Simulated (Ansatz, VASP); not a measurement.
# TaRu2: VASP beside Ansatz

Contents of INCAR:

```
SYSTEM = TaRu2
ALGO = Fast
EDIFF = 1E-7
EDIFFG = -0.01
ENCUT = 600
GGA = PE
IBRION = 2
ISIF = 3
ISMEAR = 0
LASPH = .TRUE.
LCHARG = .FALSE.
LREAL = .FALSE.
LWAVE = .FALSE.
NELM = 80
NSW = 100
PREC = Accurate
SIGMA = 0.1
```

Contents of KPOINTS:

```
k-points
0
G
  10 10 10
  0 0 0
```

File POSCAR:

```
TaRu2
1.0
    0.0000000000      3.6168374300      3.6168374300
    3.6168374300      0.0000000000      3.6168374300
    3.6168374300      3.6168374300      0.0000000000
Ta Ru
2 4
Direct
    0.0000000000      0.0000000000      0.0000000000
    0.2500000000      0.2500000000      0.2500000000
    0.6250000000      0.6250000000      0.6250000000
    0.1250000000      0.6250000000      0.6250000000
    0.6250000000      0.6250000000      0.1250000000
    0.6250000000      0.1250000000      0.6250000000
```

Input for Ansatz:

```yaml
crystal:
  lattice:
    - [0.0, 3.61683743, 3.61683743]
    - [3.61683743, 0.0, 3.61683743]
    - [3.61683743, 3.61683743, 0.0]
  atoms:
    - { symbol: Ta, position: [0.0, 0.0, 0.0] }
    - { symbol: Ta, position: [0.25, 0.25, 0.25] }
    - { symbol: Ru, position: [0.625, 0.625, 0.625] }
    - { symbol: Ru, position: [0.125, 0.625, 0.625] }
    - { symbol: Ru, position: [0.625, 0.625, 0.125] }
    - { symbol: Ru, position: [0.625, 0.125, 0.625] }
basis:
  ecutwfc: 420
kpoints:
  mp_grid: { grid: [10, 10, 10] }
hamiltonian:
  xc: pbe
scf:
  occupations: { method: gaussian, width: 0.1 }
output:
  forces: true
  stress: true
  eigenvalues: true
  write_density: true
  write_potential: true
  elf: true
  volumetric_format: npy
relax:
  adjacent_minimum: "off"
  f_tol: 0.01
  max_steps: 80
  cell: { stress_tol: 0.05 }
```

Change from the starting cell: species swapped into the EuAl2 type (Fd-3m, No. 227).

Alike in both runs: task relaxation of cell and atoms; functional PBE; k mesh 10 × 10 × 10; occupations gaussian, width 0.1 eV; no spin polarisation.

|  | VASP | Ansatz |
| --- | --- | --- |
| version | VASP 6.6.1 | Ansatz 0.2.0 |
| potentials or method | VASP PAW PBE potentials, release 64 (Ta_pv, Ru_pv), cutoff 600 eV | scalar-relativistic, plane waves, PAW |
| valence electrons in the cell | 78 | 90 |

|  | VASP | Ansatz | Ansatz less VASP |
| --- | --- | --- | --- |
| gap on the k mesh at the Fermi level, each at its own relaxed structure (eV) | none | none | - |
| relaxed volume (Å³/atom) | 15.58 | 15.58 | -0.002 |
| relaxed length of the cell vector where the two differ most in proportion (Å) | 5.094 | 5.094 | -0.0002 |

A gap of «none» marks a metal or a gap that the smearing closes. VASP's potentials hold 78 valence electrons a cell and Ansatz's 90, so a difference there can come from the potentials and not from the codes.

Neither program's run includes spin-orbit coupling.
